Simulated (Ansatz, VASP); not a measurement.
Two plane-wave programs on Al3GaN4

```
Al Ga N
1.0
     4.29023    0.00000    0.00000
     0.00000    4.29023    0.00000
     0.00000    0.00000    5.14656
Al Ga N
3 1 4
Direct
  0.50000 0.50000 0.00000
  0.50000 0.00000 0.50000
  0.00000 0.50000 0.50000
  0.00000 0.00000 0.00000
  0.74471 0.74471 0.25529
  0.74471 0.25529 0.74471
  0.25529 0.74471 0.74471
  0.25529 0.25529 0.25529
```

Alike in both runs: task single point; functional PBEsol; k mesh 6 × 6 × 6; occupations gaussian, width 0.05 eV; no spin polarisation.

|  | VASP | Ansatz |
| --- | --- | --- |
| version | VASP 6.6.1 | Ansatz 0.2.0 |
| potentials or method | VASP PAW PBE potentials, release 64 (Al, Ga_d, N), cutoff 520 eV | scalar-relativistic, plane waves, PAW |
| valence electrons in the cell | 42 | 42 |

VASP gave:

* gap on the k mesh at the Fermi level (eV): 1.91
* least direct gap on the mesh (eV): 2.00
* pressure (GPa): -17.7
* traceless stress, the component that is largest in VASP (GPa): -24.34
* rms of the force components (eV/Å): 0.045

Q: Which values does Ansatz return?

A: gap on the k mesh at the Fermi level (eV): 1.90; least direct gap on the mesh (eV): 1.99; pressure (GPa): -17.6; traceless stress, the component that is largest in VASP (GPa): -24.29; rms of the force components (eV/Å): 0.045.

VASP's potentials were made for PBE, not for PBEsol. Atom by atom the forces differ by 0.002 eV/Å (rms over components).
